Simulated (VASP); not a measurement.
Input of a VASP 6.6.1 run:

INCAR

```
PREC = Accurate ; ENCUT = 500
EDIFF = 1E-7 ; ISMEAR = 0
SIGMA = 0.05 ; LREAL = F
LASPH = T ; NELM = 120
ALGO = Normal ; ISIF = 3
LWAVE = F ; LCHARG = F
GGA = PE ; IBRION = 2
NSW = 80 ; EDIFFG = -0.01
PSTRESS = 100.0 ; GGA_COMPAT = F
NELMIN = 4
```

Contents of KPOINTS:

```
Automatic mesh
0
Gamma
  11 11 11
```

Contents of POSCAR:

```
W
1.0
    0.0000000000      1.9950000000      1.9950000000
    1.9950000000      0.0000000000      1.9950000000
    1.9950000000      1.9950000000      0.0000000000
W
1
Direct
    0.0000000000      0.0000000000      0.0000000000
```

Potentials or basis: VASP PAW PBE potentials, release 64 (W_sv).

Command:

```bash
$ cat potpaw_PBE.64/W_sv/POTCAR > POTCAR
$ mpirun -np 1 vasp_std > vasp.out
```

Problem. What does it give for the space group after relaxing (to 0.1 Å)?

Solution. Fm-3m (No. 225).

Problem. Estimate the band gap on the k mesh.

Solution. Zero (bands 7 and 8 overlap by 3.41 eV).

Problem. Estimate the relaxed cell.

Solution. a = 2.826 Å, b = 2.826 Å, c = 2.826 Å, α = 60.00°, β = 60.00°, γ = 60.00°.

Final structure:
```
CELL_PARAMETERS angstrom
0.00000 1.99805 1.99805
1.99805 0.00000 1.99805
1.99805 1.99805 0.00000
ATOMIC_POSITIONS crystal
W 0.00000 0.00000 0.00000
```

Caveat: the cell is relaxed towards a set pressure, so the run minimises the enthalpy, not the energy; spin-orbit coupling is left out, which moves the levels of the heavy elements.
